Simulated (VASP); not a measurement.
**AlH6: relaxation of cell and atoms with PBE**

The system is AlH6.

```
Al H
1.0
     3.61919    0.00000    0.00000
     0.00000    3.61919    0.00000
     0.00000    0.00000    4.34896
Al H
1 6
Direct
  0.50000 0.50000 0.93043
  0.31739 0.00000 0.08658
  0.68261 0.00000 0.08658
  0.00000 0.31739 0.08658
  0.00000 0.68261 0.08658
  0.50000 0.00000 0.48223
  0.00000 0.50000 0.48223
```

The cell was generated, and may not be a known phase.

| Item | Value |
| --- | --- |
| Program | VASP 6.6.1 |
| Task | relaxation of cell and atoms |
| Functional | PBE |
| Potentials or basis | VASP PAW PBE potentials, release 64 (Al, H_h) |
| Cutoff | 1230 eV |
| k mesh | 6 × 6 × 4 |
| Occupations | gaussian, width 0.1 eV |
| Spin | no spin polarisation |
| Dipole correction | no |
| Further INCAR settings | ALGO = Normal; EDIFF = 1e-07; IBRION = 2; EDIFFG = -0.04; NSW = 90; ISIF = 3 |

- Relaxed volume: 12.41 Å³/atom
- Relaxed cell: a = 3.518 Å, b = 3.518 Å, c = 7.023 Å, α = 90.00°, β = 90.00°, γ = 90.00°
- Space group after relaxing (to 0.1 Å): P4mm (No. 99)
- Pressure after relaxing: 0.2 GPa
- Largest force after relaxing: 0.019 eV/Å
- Band gap on the k mesh: zero (an odd number of electrons rules out a gap without spin polarisation)

Forces on the atoms (eV/Å):
```
Al   0.000  0.000  0.019
H   -0.015  0.000 -0.009
H    0.015  0.000 -0.009
H    0.000 -0.015 -0.009
H    0.000  0.015 -0.009
H    0.000  0.000  0.008
H    0.000  0.000  0.008
```

Stress tensor (GPa, compression positive):
```
 0.46  0.00  0.00
 0.00  0.46  0.00
 0.00  0.00 -0.29
```

Final structure:
```
Al H
1.0
     3.51764    0.00000    0.00000
     0.00000    3.51764    0.00000
     0.00000    0.00000    7.02264
Al H
1 6
Direct
  0.50000 0.50000 0.59086
  0.39395 0.00000 0.10918
  0.60605 0.00000 0.10918
  0.00000 0.39395 0.10918
  0.00000 0.60605 0.10918
  0.50000 0.00000 0.60681
  0.00000 0.50000 0.60681
```

Levels at points of the mesh, in eV from the Fermi level:
```csv
k point,band 1,band 2,band 3,band 4,band 5,band 6,band 7,band 8
"(0.00, 0.00, 0.00)",-9.69,-9.08,-5.15,-2.54,-1.13,3.57,3.57,4.00
"(0.50, 0.00, 0.00)",-7.71,-7.59,-7.06,-6.12,0.77,2.91,3.12,5.16
"(0.50, 0.50, 0.00)",-7.10,-7.10,-5.53,-5.53,-2.72,0.91,2.61,2.95
"(0.00, 0.00, 0.50)",-9.50,-9.31,-5.14,-2.55,-0.52,2.27,3.60,3.60
"(0.50, 0.00, 0.50)",-7.69,-7.42,-7.25,-6.16,1.06,2.80,3.68,4.86
"(0.50, 0.50, 0.50)",-7.09,-7.09,-5.55,-5.55,-2.70,1.03,2.17,2.61
```

Run time: 11 min on 1 thread of Intel(R) Xeon(R) 6975P-C (Granite Rapids), on a shared host, peak memory 0.34 GiB.

Caveat: the k points lie up to 0.30 Å⁻¹ apart in the final cell, too coarse for converged energies and pressures of a metal; the volume moved by over 15 % at a fixed basis, so the end points are rough; an odd number of electrons without spin polarisation forces a metal; a magnetic or distorted state may lie lower.
